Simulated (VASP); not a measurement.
## Ru6N: single point with PBE

Ru6N, a slab with vacuum:

```
CELL_PARAMETERS angstrom
2.71980 0.00000 0.00000
0.00000 4.29666 0.00000
0.00000 0.00000 20.83834
ATOMIC_POSITIONS crystal
Ru 0.00000 0.75000 0.19195
Ru 0.50000 0.25000 0.22963
Ru 0.50000 0.75000 0.30499
Ru 0.00000 0.25000 0.34074
Ru 0.00000 0.75000 0.41686
Ru 0.50000 0.25000 0.44813
N 0.83333 0.45000 0.50452
```

* Program: VASP 6.6.1
* Task: single point
* Functional: PBE
* Potentials or basis: VASP PAW PBE potentials, release 64 (Ru_pv, N)
* Cutoff: 520 eV
* k mesh: 10 × 6 × 1
* Occupations: gaussian, width 0.1 eV
* Spin: no spin polarisation
* Dipole correction: yes
* Further INCAR settings: ALGO = Normal; EDIFF = 1e-06; NBANDS = 54

| Property | Result |
| --- | --- |
| Largest force | 2.386 eV/Å |
| Band gap on the k mesh | zero (an odd number of electrons rules out a gap without spin polarisation) |

Forces on the atoms (eV/Å):
```
Ru   0.001  0.116  0.818
Ru  -0.034 -0.030 -0.454
Ru   0.025 -0.267 -0.288
Ru  -0.218  0.054 -1.122
Ru  -0.573  0.196  0.181
Ru  -1.125 -1.479  0.760
N    1.923  1.410  0.104
```

Levels at points of the mesh, in eV from the Fermi level:
```tsv
k point	band 41	band 42	band 43	band 44	band 45	band 46	band 47	band 48	band 49	band 50
(0.00, 0.00, 0.00)	-1.58	-1.27	-1.11	-0.95	-0.71	-0.30	0.12	0.63	0.71	1.08
(0.50, 0.00, 0.00)	-0.81	-0.08	0.12	0.29	0.55	1.12	1.20	1.51	1.62	1.78
(0.00, 0.50, 0.00)	-1.27	-0.99	-0.79	-0.33	-0.02	0.25	0.33	0.38	0.53	0.54
(0.50, 0.50, 0.00)	-0.50	-0.39	0.21	0.43	0.67	0.95	1.20	1.30	1.45	1.55
```

Wall time 7.3 min on 1 thread of Intel(R) Xeon(R) 6975P-C (Granite Rapids) (shared host), peak memory 0.49 GiB.
